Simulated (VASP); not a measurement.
A run of VASP 6.6.1:

The input INCAR:

```
SYSTEM = PtS2
ALGO = Normal ; EDIFF = 1E-7
EDIFFG = -0.01 ; ENCUT = 500
GGA = PE ; GGA_COMPAT = .FALSE.
IBRION = 2 ; ISIF = 8
ISMEAR = 1 ; LASPH = .TRUE.
LCHARG = .FALSE. ; LREAL = .FALSE.
LWAVE = .FALSE. ; NELM = 120
NELMIN = 4 ; NSW = 25
PREC = Accurate ; SIGMA = 0.083
```

Contents of KPOINTS:

```
k-points
0
G
  3 3 1
  0 0 0
```

POSCAR

```
PtS2
1.0
    3.5431994758      0.0000000000      0.0000000000
   -1.7715997379      3.0685007567      0.0000000000
    0.0000000000      0.0000000000      5.0388000000
Pt S
1 2
Direct
    0.0000000000      0.0000000000      0.0000000000
    0.3333333333      0.6666666667      0.2500000000
    0.6666666667      0.3333333333      0.7500000000
```

Potentials or basis: VASP PAW PBE potentials, release 64 (Pt, S).

The run is started by

```bash
$ cat potpaw_PBE.64/Pt/POTCAR potpaw_PBE.64/S/POTCAR > POTCAR
$ mpirun -np 1 vasp_std > vasp.out
```

Hardware: 1 thread of Intel Xeon 6975P-C, on a shared host.

Problem. How long does it take, and how much memory?

Solution. It took 35 s on 1 thread of Intel Xeon 6975P-C, on a shared host, peak memory 0.18 GiB. Counts: scf iterations 68, k points 3, ion steps 8.
